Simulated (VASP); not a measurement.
# CdTe in VASP: further runs

CdTe is run at these levels: PBE; tasks: single point.

Program: VASP 6.6.1. These are calculated values, not measurements. Logs are shortened: lines on timing, memory, paths and dates and some standing lists are left out, and cuts for length are marked.

## Step 1: The cell of the first run

It takes space group Fm-3m (No. 225, cubic). The conventional cell has a = 6.117 Å, b = 6.117 Å, c = 6.117 Å, α = 90.00°, β = 90.00°, γ = 90.00°. Cd (site symmetry m-3m) has 6 Te at 3.06 Å within 4.0 Å. Te (site symmetry m-3m) has 6 Cd at 3.06 Å within 4.0 Å.

## Step 2: Single point, PBE

Contents of INCAR:

```
SYSTEM = CdTe
PREC = Accurate
ENCUT = 500
EDIFF = 1E-6
ISMEAR = 0
SIGMA = 0.2
LREAL = .FALSE.
LASPH = .TRUE.
NELM = 120
ALGO = Normal
ISIF = 2
LWAVE = .FALSE.
LCHARG = .FALSE.
GGA = PE
NBANDS = 16
GGA_COMPAT = .FALSE.
```

Contents of KPOINTS:

```
Automatic mesh
0
G
  6 6 6
  0 0 0
```

Contents of POSCAR:

```
CdTe
1.0
    0.0000000000      3.0582778139      3.0582778139
    3.0582778139      0.0000000000      3.0582778139
    3.0582778139      3.0582778139      0.0000000000
Cd Te
1 1
Direct
    0.5000000000      0.5000000000      0.5000000000
    0.0000000000      0.0000000000      0.0000000000
```

Potentials or basis: VASP PAW PBE potentials, release 64 (Cd, Te).

On the command line:

```console
cat potpaw_PBE.64/Cd/POTCAR potpaw_PBE.64/Te/POTCAR > POTCAR
mpirun -np 1 vasp_std > vasp.out
```

OUTCAR:

```text
SYSTEM = CdTe
   PREC = Accurate
   ENCUT = 500
   EDIFF = 1E-6
   ISMEAR = 0
   LREAL = .FALSE.
   LASPH = .TRUE.
   NELM = 120
   ISIF = 2
   GGA = PE

 ion  position               nearest neighbor table
   1  0.500  0.500  0.500-   2 3.06   2 3.06   2 3.06   2 3.06   2 3.06   2 3.06
   2  0.000  0.000  0.000-   1 3.06   1 3.06   1 3.06   1 3.06   1 3.06   1 3.06

  LATTYP: Found a face centered cubic cell.
 ALAT       =     6.1165556278

  Lattice vectors:

 A1 = (   0.0000000000,   3.0582778139,   3.0582778139)
 A2 = (   3.0582778139,   0.0000000000,   3.0582778139)
 A3 = (   3.0582778139,   3.0582778139,   0.0000000000)

Analysis of symmetry for initial positions (statically):
=====================================================================
 Subroutine PRICEL returns:
 Original cell was already a primitive cell.

 Routine SETGRP: Setting up the symmetry group for a
 face centered cubic supercell.

 Subroutine GETGRP returns: Found 48 space group operations
[... 9 lines left out ...]

 Routine SETGRP: Setting up the symmetry group for a
 face centered cubic supercell.

 Subroutine GETGRP returns: Found 48 space group operations
[... 11 lines left out ...]
                                     Primitive cell

  volume of cell :      57.2085

  direct lattice vectors                    reciprocal lattice vectors
     0.000000000  3.058277814  3.058277814    -0.163490706  0.163490706  0.163490706
     3.058277814  0.000000000  3.058277814     0.163490706 -0.163490706  0.163490706
     3.058277814  3.058277814  0.000000000     0.163490706  0.163490706 -0.163490706

  length of vectors
     4.325057962  4.325057962  4.325057962     0.283174210  0.283174210  0.283174210

  position of ions in fractional coordinates (direct lattice)
     0.500000000  0.500000000  0.500000000
     0.000000000  0.000000000  0.000000000

  ion indices of the primitive-cell ions
   primitive index   ion index
                 1           1
                 2           2

----------------------------------------------------------------------------------------

 KPOINTS: Automatic mesh

Automatic generation of k-mesh.
 Grid dimensions read from file:
 generate k-points for:    6    6    6

 Generating k-lattice:

  Cartesian coordinates                     Fractional coordinates (reciprocal lattice)
    -0.027248451  0.027248451  0.027248451     0.166666667  0.000000000  0.000000000
     0.027248451 -0.027248451  0.027248451     0.000000000  0.166666667  0.000000000
     0.027248451  0.027248451 -0.027248451     0.000000000  0.000000000  0.166666667

  Length of vectors
     0.047195702  0.047195702  0.047195702

  Shift w.r.t. Gamma in fractional coordinates (k-lattice)
     0.000000000  0.000000000  0.000000000

 Subroutine IBZKPT returns following result:
 ===========================================

 Found     16 irreducible k-points:

 Following reciprocal coordinates:
            Coordinates               Weight
  0.000000  0.000000  0.000000      1.000000
  0.166667  0.000000  0.000000      8.000000
  0.333333  0.000000  0.000000      8.000000
  0.500000  0.000000  0.000000      4.000000
  0.166667  0.166667  0.000000      6.000000
  0.333333  0.166667  0.000000     24.000000
[... 8 lines left out ...]
 -0.333333  0.333333  0.166667     24.000000
 -0.333333  0.500000  0.166667     12.000000
   k-points           NKPTS =     16   k-points in BZ     NKDIM =     16   number of bands    NBANDS=     16
   number of dos      NEDOS =    301   number of ions     NIONS =      2
   total plane-waves  NPLWV =  32768
   dimension x,y,z NGX =    32 NGY =   32 NGZ =   32
   dimension x,y,z NGXF=    64 NGYF=   64 NGZF=   64
   ions per type =               1   1
   NGX,Y,Z   is equivalent  to a cutoff of  12.30, 12.30, 12.30 a.u.
   NGXF,Y,Z  is equivalent  to a cutoff of  24.60, 24.60, 24.60 a.u.
 SYSTEM =  CdTe
   PREC   = accura    normal or accurate (medium, high low for compatibility)
   ISTART =      0    job   : 0-new  1-cont  2-samecut
   ICHARG =      2    charge: 1-file 2-atom 10-const
   ISPIN  =      1    spin polarized calculation?
   LNONCOLLINEAR =      F non collinear calculations
   LSORBIT =      F    spin-orbit coupling
   LASPH  =      T    aspherical Exc in radial PAW
   ENCUT  =  500.0 eV  36.75 Ry    6.06 a.u.   7.89  7.89  7.89*2*pi/ulx,y,z
   NELM   =    120;   NELMIN=  2; NELMDL= -5     # of ELM steps
   EDIFF  = 0.1E-05   stopping-criterion for ELM
   LREAL  =      F    real-space projection
   EDIFFG = 0.1E-04   stopping-criterion for IOM
   NSW    =      0    number of steps for IOM
   IBRION =     -1    ionic relax: 0-MD 1-quasi-New 2-CG
   NFREE  =      0    steps in history (QN), initial steepest desc. (CG)
   ISIF   =      2    stress and relaxation
   ISYM   =      2    0-nonsym 1-usesym 2-fastsym
   POTIM  = 0.5000    time-step for ionic-motion
   TEBEG  =    0.0;   TEEND  =   0.0 temperature during run
   PSTRESS=    0.0 pullay stress
   NELECT =      18.0000    total number of electrons
   NUPDOWN=      -1.0000    fix difference up-down
   EMIN   =  10.00;   EMAX   =-10.00  energy-range for DOS
   EFERMI =   0.00;   METHOD = LEGACY
   ISMEAR =     0;   SIGMA  =   0.20  broadening in eV -4-tet -1-fermi 0-gaus
   EFERMI_NEDOS =   21; number of points for ismear=-14 and -15
   IALGO  =     38    algorithm
   IMIX   =      4    mixing-type and parameters
     AMIX     =   0.40;   BMIX     =  1.00
     AMIX_MAG =   1.60;   BMIX_MAG =  1.00
  volume/ion in A,a.u.               =      28.60       193.03
  Fermi-wavevector in a.u.,A,eV,Ry     =   1.113471  2.104154 16.868730  1.239817
  Thomas-Fermi vector in A             =   2.250056
   LORBIT       =      0    0 simple, 1 ext, 2 COOP (PROOUT), +10 PAW based schemes
   GGA     = PE    functional components
   LHFCALC =     F    Hartree Fock is set to
   AEXX    =    0.0000 exact exchange contribution
   IVDW    =     0    specifies the selected vdW correction
   LEPSILON=     F    determine dielectric tensor
   LRPA    =     F    only Hartree local field effects (RPA)
 non-spin polarized calculation
 Gauss-broadening in eV      SIGMA  =   0.20
  energy-cutoff  :      500.00
  volume of cell :       57.21
 maximum number of plane-waves:      1464
   NGX = 15   NGY = 15   NGZ = 15

 number of electron      18.0000006 magnetization

 Free energy of the ion-electron system (eV)
  ---------------------------------------------------
  ext. energy  EPLUGINS =         0.00000000
  ---------------------------------------------------
  free energy    TOTEN  =        -4.43590321 eV

  energy without entropy =       -4.40975713  energy(sigma->0) =       -4.42283017

 E-fermi :   3.9587     XC(G=0):  -9.6876

 val. band max:        3.9552853145   @ k =   0.3333   0.3333   0.0000
 cond. band min:       4.1012675427   @ k =   0.5000   0.3333   0.0000
 fundamental gap:      0.1459822282
 Fermi energy:         3.9586998470

 k-point     1 :       0.0000    0.0000    0.0000
  band No.  band energies     occupation
      1      -7.6622      2.00000
      2      -4.4173      2.00000
      3      -4.4173      2.00000
      4      -4.3783      2.00000
      5      -4.3783      2.00000
      6      -4.3783      2.00000
[... 8 lines left out ...]
     15      11.5866      0.00000
     16      11.5866      0.00000

 k-point     2 :       0.1667    0.0000    0.0000
  band No.  band energies     occupation
      1      -7.4490      2.00000
      2      -4.4515      2.00000
      3      -4.4515      2.00000
      4      -4.3870      2.00000
      5      -4.3602      2.00000
      6      -4.3602      2.00000
[... 8 lines left out ...]
     15      11.7158      0.00000
     16      11.7158      0.00000

 k-point     3 :       0.3333    0.0000    0.0000
  band No.  band energies     occupation
      1      -6.9304      2.00000
      2      -4.5237      2.00000
      3      -4.5237      2.00000
      4      -4.4184      2.00000
      5      -4.3184      2.00000
      6      -4.3184      2.00000
[... 8 lines left out ...]
     15      13.2063      0.00000
     16      13.2063      0.00000

 k-point     4 :       0.5000    0.0000    0.0000
  band No.  band energies     occupation
      1      -6.5939      2.00000
      2      -4.5594      2.00000
      3      -4.5594      2.00000
      4      -4.4523      2.00000
      5      -4.2969      2.00000
      6      -4.2969      2.00000
[... 8 lines left out ...]
     15      14.9725      0.00000
     16      14.9725      0.00000

 k-point     5 :       0.1667    0.1667    0.0000
  band No.  band energies     occupation
      1      -7.3968      2.00000
      2      -4.4745      2.00000
      3      -4.4050      2.00000
      4      -4.3941      2.00000
      5      -4.3553      2.00000
      6      -4.3553      2.00000
[... 8 lines left out ...]
     15      13.2863      0.00000
     16      13.2863      0.00000

 k-point     6 :       0.3333    0.1667    0.0000
  band No.  band energies     occupation
      1      -7.0354      2.00000
      2      -4.4586      2.00000
      3      -4.4434      2.00000
      4      -4.4054      2.00000
      5      -4.3208      2.00000
      6      -4.3127      2.00000
[... 8 lines left out ...]
     15      13.8695      0.00000
     16      14.1778      0.00000

 k-point     7 :       0.5000    0.1667    0.0000
  band No.  band energies     occupation
      1      -6.6737      2.00000
      2      -4.5128      2.00000
      3      -4.4208      2.00000
      4      -4.4030      2.00000
      5      -4.2898      2.00000
      6      -4.2576      2.00000
[... 8 lines left out ...]
     15      15.1070      0.00000
     16      15.1154      0.00000

 k-point     8 :      -0.3333    0.1667    0.0000
  band No.  band energies     occupation
      1      -6.7383      2.00000
      2      -4.5425      2.00000
      3      -4.4549      2.00000
      4      -4.3908      2.00000
      5      -4.3105      2.00000
      6      -4.2597      2.00000
[... 8 lines left out ...]
     15      13.0075      0.00000
     16      15.0020      0.00000

 k-point     9 :      -0.1667    0.1667    0.0000
  band No.  band energies     occupation
      1      -7.1517      2.00000
      2      -4.5116      2.00000
      3      -4.4584      2.00000
      4      -4.3905      2.00000
      5      -4.3460      2.00000
      6      -4.3165      2.00000
[... 8 lines left out ...]
     15      12.8153      0.00000
     16      13.9386      0.00000

 k-point    10 :       0.3333    0.3333    0.0000
  band No.  band energies     occupation
      1      -6.9630      2.00000
      2      -4.4259      2.00000
      3      -4.3805      2.00000
      4      -4.2961      2.00000
      5      -4.2961      2.00000
      6      -4.1957      2.00000
[... 8 lines left out ...]
     15      14.9576      0.00000
     16      16.1350      0.00000

 k-point    11 :       0.5000    0.3333    0.0000
  band No.  band energies     occupation
      1      -6.8003      2.00000
      2      -4.4243      2.00000
      3      -4.4159      2.00000
      4      -4.2963      2.00000
      5      -4.2723      2.00000
      6      -3.8785      2.00000
[... 8 lines left out ...]
     15      15.6791      0.00000
     16      16.4268      0.00000

 k-point    12 :      -0.3333    0.3333    0.0000
  band No.  band energies     occupation
      1      -6.6835      2.00000
      2      -4.4921      2.00000
      3      -4.4077      2.00000
      4      -4.3384      2.00000
      5      -4.2864      2.00000
      6      -3.9736      2.00000
[... 8 lines left out ...]
     15      13.6912      0.00000
     16      15.5875      0.00000

 k-point    13 :       0.5000    0.5000    0.0000
  band No.  band energies     occupation
      1      -6.8522      2.00000
      2      -4.4418      2.00000
      3      -4.3681      2.00000
      4      -4.2590      2.00000
      5      -4.2590      2.00000
      6      -3.6077      2.00000
[... 8 lines left out ...]
     15      16.1381      0.00000
     16      16.8694      0.00000

 k-point    14 :       0.5000    0.3333    0.1667
  band No.  band energies     occupation
      1      -6.8001      2.00000
      2      -4.4739      2.00000
      3      -4.4004      2.00000
      4      -4.3639      2.00000
      5      -4.2956      2.00000
      6      -4.1602      2.00000
[... 8 lines left out ...]
     15      15.1245      0.00000
     16      15.2608      0.00000

 k-point    15 :      -0.3333    0.3333    0.1667
  band No.  band energies     occupation
      1      -6.6835      2.00000
      2      -4.5004      2.00000
      3      -4.3808      2.00000
      4      -4.3655      2.00000
      5      -4.2761      2.00000
      6      -3.9734      2.00000
[... 8 lines left out ...]
     15      13.5712      0.00000
     16      16.2629      0.00000

 k-point    16 :      -0.3333    0.5000    0.1667
  band No.  band energies     occupation
      1      -6.7473      2.00000
      2      -4.4475      2.00000
      3      -4.4084      2.00000
      4      -4.3185      2.00000
      5      -4.2590      2.00000
      6      -3.7225      2.00000
[... 8 lines left out ...]
     15      15.1113      0.00000
     16      16.8938      0.00000

------------------------ aborting loop because EDIFF is reached ----------------------------------------

  FORCE on cell =-STRESS in cart. coord.  units (eV):
  Direction    XX          YY          ZZ          XY          YZ          ZX
  --------------------------------------------------------------------------------------
  -------------------------------------------------------------------------------------
  Total        0.1629708      0.1629708      0.1629708      0.0000000      0.0000000      0.0000000
  in kB        4.5641454      4.5641454      4.5641454      0.0000000      0.0000000      0.0000000
  external PRESSURE =       4.5641454 kB  Pullay stress =       0.0000000 kB

 VOLUME and BASIS-vectors are now :
 -----------------------------------------------------------------------------
  energy-cutoff  :      500.00
  volume of cell :       57.21
      direct lattice vectors                 reciprocal lattice vectors
     0.000000000  3.058277814  3.058277814    -0.163490706  0.163490706  0.163490706
     3.058277814  0.000000000  3.058277814     0.163490706 -0.163490706  0.163490706
     3.058277814  3.058277814  0.000000000     0.163490706  0.163490706 -0.163490706

 POSITION                                       TOTAL-FORCE (eV/Angst)
 -----------------------------------------------------------------------------------
      3.05828      3.05828      3.05828        -0.000000      0.000000     -0.000000
      0.00000      0.00000      0.00000         0.000000     -0.000000      0.000000
 -----------------------------------------------------------------------------------
    total drift:                               -0.000000     -0.000000      0.000000

  FREE ENERGIE OF THE ION-ELECTRON SYSTEM (eV)
  ---------------------------------------------------
  free  energy   TOTEN  =        -4.4359032142 eV

  energy  without entropy=       -4.4097571345  energy(sigma->0) =       -4.42283017
```

Wall time 6.4 s (1 thread of Intel Xeon 6975P-C (Granite Rapids), shared host); peak memory 0.18 GiB.

What came out:

| Item | Value |
| --- | --- |
| Free energy | -4.4359 eV |
| Pressure | 0.5 GPa |
| Band gap on the k mesh | zero (band 9 reaches 3.95 eV, above the bottom of band 10 at 2.61 eV) |

Caveat: spin-orbit coupling is left out, which moves the levels of the heavy elements.

[end of part 1 of 2]
